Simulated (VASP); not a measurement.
# TiCo3 (Pm-3m) in VASP: notebook

The runs below take TiCo3 through single point, with PBEsol.

Everything below comes from runs of VASP 6.6.1. Logs are shortened: lines on timing, memory, paths and dates and some standing lists are left out, and cuts for length are marked.

**1. The cell of the first run**

The structure is cubic, space group Pm-3m (No. 221). The conventional cell has a = 3.528 Å, b = 3.528 Å, c = 3.528 Å, α = 90.00°, β = 90.00°, γ = 90.00°. Ti (site symmetry m-3m) has 12 Co at 2.49 Å within 3.3 Å. Co (site symmetry 4/mmm) has 4 Ti at 2.49 Å and 8 Co at 2.49 Å within 3.3 Å.

**2. Single point, PBEsol, collinear spin, ferromagnetic start (10.98 Å³/atom)**

INCAR reads:

```
PREC = Accurate ; ENCUT = 520
EDIFF = 1E-6 ; ISMEAR = 0
SIGMA = 0.15 ; LREAL = F
LASPH = T ; NELM = 150
ALGO = Fast ; ISIF = 2
LWAVE = F ; LCHARG = T
ISPIN = 2 ; MAGMOM = 0.7 1.54 1.54 1.54
LORBIT = 11 ; NUPDOWN = 5.32
LMAXMIX = 4 ; GGA = PS
LELF = T ; LVHAR = T
NBANDS = 32
```

KPOINTS reads:

```
regular mesh
0
Gamma
  12 12 12
```

POSCAR reads:

```
TiCo3
1.0
    3.5280257688      0.0000000000      0.0000000000
    0.0000000000      3.5280257688      0.0000000000
    0.0000000000      0.0000000000      3.5280257688
Ti Co
1 3
Direct
    0.0000000000      0.0000000000      0.0000000000
    0.0000000000      0.5000000000      0.5000000000
    0.5000000000      0.0000000000      0.5000000000
    0.5000000000      0.5000000000      0.0000000000
```

Potentials or basis: VASP PAW PBE potentials, release 64 (Ti_sv, Co).

Run with:

```bash
cat potpaw_PBE.64/Ti_sv/POTCAR potpaw_PBE.64/Co/POTCAR > POTCAR
mpirun -np 1 vasp_std > vasp.out
```

OUTCAR:

```text
PREC = Accurate
   ENCUT = 520
   EDIFF = 1E-6
   ISMEAR = 0
   LREAL = F
   LASPH = T
   NELM = 150
   ISIF = 2
   ISPIN = 2
   LORBIT = 11
   NUPDOWN = 5.32
   GGA = PS

 ion  position               nearest neighbor table
   1  0.000  0.000  0.000-   2 2.49   3 2.49   4 2.49   2 2.49   3 2.49   2 2.49   4 2.49   2 2.49
                             3 2.49   4 2.49   3 2.49   4 2.49
   2  0.000  0.500  0.500-   1 2.49   3 2.49   4 2.49   1 2.49   4 2.49   1 2.49   3 2.49   1 2.49
                             3 2.49   4 2.49   4 2.49   3 2.49
   3  0.500  0.000  0.500-   1 2.49   2 2.49   4 2.49   1 2.49   4 2.49   2 2.49   4 2.49   4 2.49
                             1 2.49   2 2.49   1 2.49   2 2.49
   4  0.500  0.500  0.000-   1 2.49   2 2.49   3 2.49   2 2.49   3 2.49   1 2.49   3 2.49   3 2.49
                             1 2.49   2 2.49   2 2.49   1 2.49

  LATTYP: Found a simple cubic cell.
 ALAT       =     3.5280257688

  Lattice vectors:

 A1 = (   3.5280257688,   0.0000000000,   0.0000000000)
 A2 = (   0.0000000000,   3.5280257688,   0.0000000000)
 A3 = (   0.0000000000,   0.0000000000,   3.5280257688)

Analysis of symmetry for initial positions (statically):
=====================================================================
 Subroutine PRICEL returns:
 Original cell was already a primitive cell.

 Routine SETGRP: Setting up the symmetry group for a
 simple cubic supercell.

 Subroutine GETGRP returns: Found 48 space group operations
 (whereof 48 operations were pure point group operations)
 out of a pool of 48 trial point group operations.

The static configuration has the point symmetry O_h .

Analysis of symmetry for dynamics (positions and initial velocities):
=====================================================================
 Subroutine PRICEL returns:
 Original cell was already a primitive cell.

 Routine SETGRP: Setting up the symmetry group for a
 simple cubic supercell.

 Subroutine GETGRP returns: Found 48 space group operations
 (whereof 48 operations were pure point group operations)
 out of a pool of 48 trial point group operations.

The dynamic configuration has the point symmetry O_h .

Analysis of structural, dynamic, and magnetic symmetry:
=====================================================================
 Subroutine PRICEL returns:
 Original cell was already a primitive cell.

 Routine SETGRP: Setting up the symmetry group for a
 simple cubic supercell.

 Subroutine GETGRP returns: Found 48 space group operations
[... 135 lines left out ...]
   IVDW    =     0    specifies the selected vdW correction
   LEPSILON=     F    determine dielectric tensor
   LRPA    =     F    only Hartree local field effects (RPA)
 spin polarized calculation
 RMM-DIIS sequential band-by-band and
 Gauss-broadening in eV      SIGMA  =   0.15
  energy-cutoff  :      520.00
  volume of cell :       43.91
 maximum number of plane-waves:      1213
 NGX is ok and might be reduce to    28
   NGX = 13   NGY = 13   NGZ = 13

 number of electron      38.9999989 magnetization       5.3199994

 Free energy of the ion-electron system (eV)
  ---------------------------------------------------
  ext. energy  EPLUGINS =         0.00000000
  ---------------------------------------------------
  free energy    TOTEN  =       -30.95920218 eV

  energy without entropy =      -30.86054653  energy(sigma->0) =      -30.90987435

 E-fermi :  10.5993     XC(G=0): -13.6696

 val. band max:       12.1622614601   @ k =   0.5000   0.2500   0.1667
 cond. band min:      10.6012210432   @ k =   0.4167   0.1667   0.0000
 fundamental gap:     -1.5610404169
 Fermi energy:        12.1626585218

 spin component 1

 k-point     1 :       0.0000    0.0000    0.0000
  band No.  band energies     occupation
      1     -44.9969      1.00000
      2     -21.3881      1.00000
      3     -21.3881      1.00000
      4     -21.3881      1.00000
      5       2.2939      1.00000
      6       5.6462      1.00000
[... 805 lines left out ...]
     30      22.6866      0.00000
     31      23.3210      0.00000

 [... further k-points ...]

 spin component 2

 k-point     1 :       0.0000    0.0000    0.0000
  band No.  band energies     occupation
      1     -44.7777      1.00000
      2     -21.1715      1.00000
      3     -21.1715      1.00000
      4     -21.1715      1.00000
      5       2.6492      1.00000
      6       6.6970      1.00000
[... 805 lines left out ...]
     30      23.3943      0.00000
     31      23.9036      0.00000

 [... further k-points ...]

 [bands above 31 left out]

------------------------ aborting loop because EDIFF is reached ----------------------------------------

  FORCE on cell =-STRESS in cart. coord.  units (eV):
  Direction    XX          YY          ZZ          XY          YZ          ZX
  --------------------------------------------------------------------------------------
  -------------------------------------------------------------------------------------
  Total        5.0475535      5.0475535      5.0475535      0.0000000     -0.0000000      0.0000000
  in kB      184.1604058    184.1604058    184.1604058      0.0000000     -0.0000000      0.0000000
  external PRESSURE =     184.1604058 kB  Pullay stress =       0.0000000 kB

 VOLUME and BASIS-vectors are now :
 -----------------------------------------------------------------------------
  energy-cutoff  :      520.00
  volume of cell :       43.91
      direct lattice vectors                 reciprocal lattice vectors
     3.528025769  0.000000000  0.000000000     0.283444642  0.000000000  0.000000000
     0.000000000  3.528025769  0.000000000     0.000000000  0.283444642  0.000000000
     0.000000000  0.000000000  3.528025769     0.000000000  0.000000000  0.283444642

 POSITION                                       TOTAL-FORCE (eV/Angst)
 -----------------------------------------------------------------------------------
      0.00000      0.00000      0.00000         0.000000      0.000000      0.000000
      0.00000      1.76401      1.76401         0.000000      0.000000      0.000000
      1.76401      0.00000      1.76401         0.000000      0.000000      0.000000
      1.76401      1.76401      0.00000         0.000000      0.000000      0.000000
 -----------------------------------------------------------------------------------
    total drift:                                0.000000      0.000000      0.000000

  FREE ENERGIE OF THE ION-ELECTRON SYSTEM (eV)
  ---------------------------------------------------
  free  energy   TOTEN  =       -30.9592021804 eV

  energy  without entropy=      -30.8605465288  energy(sigma->0) =      -30.90987435

 total charge

# of ion       s       p       d       tot
------------------------------------------
    1        2.274   6.238   2.035  10.547
    2        0.549   0.583   7.272   8.403
    3        0.549   0.583   7.272   8.403
    4        0.549   0.583   7.272   8.403
--------------------------------------------------
tot          3.920   7.986  23.851  35.757

 magnetization (x)

# of ion       s       p       d       tot
------------------------------------------
    1        0.003   0.027   0.196   0.226
    2        0.016   0.060   1.567   1.643
    3        0.016   0.060   1.567   1.643
    4        0.016   0.060   1.567   1.643
--------------------------------------------------
tot          0.050   0.209   4.897   5.156
```

stdout:

```text
POSCAR found type information on POSCAR TiCo
 POSCAR found :  2 types and       4 ions
 scaLAPACK will be used
 -----------------------------------------------------------------------------
|                                                                             |
|                                                                             |
|     You enforced a specific xc type in the INCAR file but a different       |
|     I HOPE YOU KNOW WHAT YOU ARE DOING!                                     |
|                                                                             |
 -----------------------------------------------------------------------------

 LDA part: xc-table for (Slater+PW92), standard interpolation
 POSCAR, INCAR and KPOINTS ok, starting setup
 FFT: planning ... GRIDC
 FFT: planning ... GRID_SOFT
 FFT: planning ... GRID
 WAVECAR not read
 entering main loop
WARNING in EDDRMM: call to ZHEGV failed, returncode =   8  4     22
WARNING in EDDRMM: call to ZHEGV failed, returncode =   8  4     16
```

Run time: 2.9 min. Hardware: 1 thread of Intel Xeon 6975P-C (Granite Rapids), shared host; peak memory 0.29 GiB.

Results:

```yaml
Free_energy: -30.9592 eV
Pressure: 18.4 GPa
Net_moment: 5.32 μB per cell
Site_moments: Ti +0.23; Co +1.64 μB
Valence_electrons_inside_the_program's_atomic_spheres: Ti 10.55; Co 8.40
```

Caveat: the cell stands under pressure; the PAW data sets were made with another functional, which shifts forces and pressure a little; the total moment is fixed, so each spin has its own Fermi level and the state may be an excited one.

**3. Single point, PBEsol, collinear spin, ferromagnetic start**

INCAR reads:

```
SYSTEM = TiCo3
PREC     = Accurate       ! precision mode
ENCUT    = 520            ! plane-wave cutoff, eV
EDIFF    = 1E-6           ! SCF threshold, eV
ISMEAR   = 0              ! smearing method
SIGMA    = 0.15           ! smearing width, eV
LREAL    = .False.        ! projectors in reciprocal space
LASPH    = .True.         ! aspherical terms in the spheres
NELM     = 150            ! most SCF steps
ALGO     = Normal         ! electronic algorithm
ISIF     = 2              ! what is computed and relaxed
LWAVE    = .False.        ! write WAVECAR
LCHARG   = .False.        ! write CHGCAR
ISPIN    = 2              ! spin polarisation
MAGMOM   = 0.1 0.22 0.22 0.22 ! initial moments
LORBIT   = 11             ! projections on sites
NUPDOWN  = 0.76           ! fixed moment
LMAXMIX  = 4              ! l up to which the mixer works
GGA      = PS             ! functional
NBANDS   = 32             ! bands
```

KPOINTS reads:

```
regular mesh
0
Gamma
  12 12 12
  0 0 0
```

POSCAR is that of step 2.

Potentials or basis: VASP PAW PBE potentials, release 64 (Ti_sv, Co).

Run with:

```bash
cat potpaw_PBE.64/Ti_sv/POTCAR potpaw_PBE.64/Co/POTCAR > POTCAR
mpirun -np 1 vasp_std > vasp.out
```

Wall time 1.7 min (1 thread of Intel Xeon 6975P-C (Granite Rapids), shared host); peak memory 0.3 GiB.

The run converged. Its results:

* Free energy: -32.7424 eV
* Pressure: -0.4 GPa
* Net moment: 0.76 μB per cell
* Site moments: Ti -0.09; Co +0.29 μB
* Valence electrons inside the program's atomic spheres: Ti 10.49; Co 8.43

Caveat: the PAW data sets were made with another functional, which shifts forces and pressure a little; the total moment is fixed, so each spin has its own Fermi level and the state may be an excited one.
